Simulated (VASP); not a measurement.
A run of VASP 6.6.1 is set up as follows.

INCAR

```
SYSTEM = Os
ALGO = Normal ; EDIFF = 1E-6
ENCUT = 520 ; GGA = PS
ISIF = 2 ; ISMEAR = -1
LASPH = .True. ; LCHARG = .True.
LELF = .True. ; LREAL = .False.
LVHAR = .True. ; LWAVE = .False.
NBANDS = 15 ; NELM = 60
PREC = Accurate ; SIGMA = 0.15
```

Contents of KPOINTS:

```
k-points
0
Gamma
  18 18 10
  0 0 0
```

POSCAR

```
Os
1.0
    2.7097338525      0.0000000000      0.0000000000
   -1.3548669262      2.3466983537      0.0000000000
    0.0000000000      0.0000000000      4.2852642867
Os
2
Direct
    0.3333333333      0.6666666667      0.2500000000
    0.6666666667      0.3333333333      0.7500000000
```

Potentials or basis: VASP PAW PBE potentials, release 64 (Os).

The run is started by

```bash
$ cat potpaw_PBE.64/Os/POTCAR > POTCAR
$ mpirun -np 1 vasp_std > vasp.out
```

(1) Estimate the pressure.

(2) What does it give for the band gap on the k mesh?

Results:

(1) 9.9 GPa.

(2) zero (bands 8 and 9 overlap by 4.13 eV).

Caveat: the cell stands under pressure; the PAW data sets were made with another functional, which shifts forces and pressure a little; spin-orbit coupling is left out, which moves the levels of the heavy elements.
